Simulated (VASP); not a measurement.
Here is a VASP 6.6.1 calculation.

Contents of INCAR:

```
PREC = Accurate
ENCUT = 520
EDIFF = 1E-6
ISMEAR = 0
SIGMA = 0.1
LREAL = F
LASPH = T
NELM = 60
ALGO = Normal
ISIF = 2
LWAVE = F
LCHARG = F
GGA = PE
NBANDS = 28
```

KPOINTS

```
Automatic mesh
0
Gamma
  4 4 4
```

POSCAR

```
MgCdS4
1.0
    6.0412136385      0.0000000000      0.0000000000
    0.0000000000      6.0412136385      0.0000000000
    0.0000000000      0.0000000000      3.8041313563
Mg Cd S
1 1 4
Direct
    0.0000000000      0.0000000000      0.5000000000
    0.5000000000      0.5000000000      0.5000000000
    0.6719086736      0.0000000000      0.0000000000
    0.3280913264      0.0000000000      0.0000000000
    0.0000000000      0.3280913264      0.0000000000
    0.0000000000      0.6719086736      0.0000000000
```

Potentials or basis: VASP PAW PBE potentials, release 64 (Mg, Cd, S).

The run is started by

```bash
$ cat potpaw_PBE.64/Mg/POTCAR potpaw_PBE.64/Cd/POTCAR potpaw_PBE.64/S/POTCAR > POTCAR
$ mpirun -np 1 vasp_std > vasp.out
```

Task: Estimate the band gap on the k mesh.

Result: Zero (band 19 reaches 3.25 eV, above the bottom of band 20 at 2.66 eV).

Task: Estimate the pressure.

Result: -0.2 GPa.

Task: Predict the largest force.

Result: 0.077 eV/Å.

Forces on the atoms (eV/Å):
```
Mg   0.000  0.000  0.000
Cd   0.000  0.000  0.000
S   -0.077  0.000  0.000
S    0.077  0.000  0.000
S    0.000  0.077  0.000
S    0.000 -0.077  0.000
```

Caveat: the k points lie up to 0.41 Å⁻¹ apart.
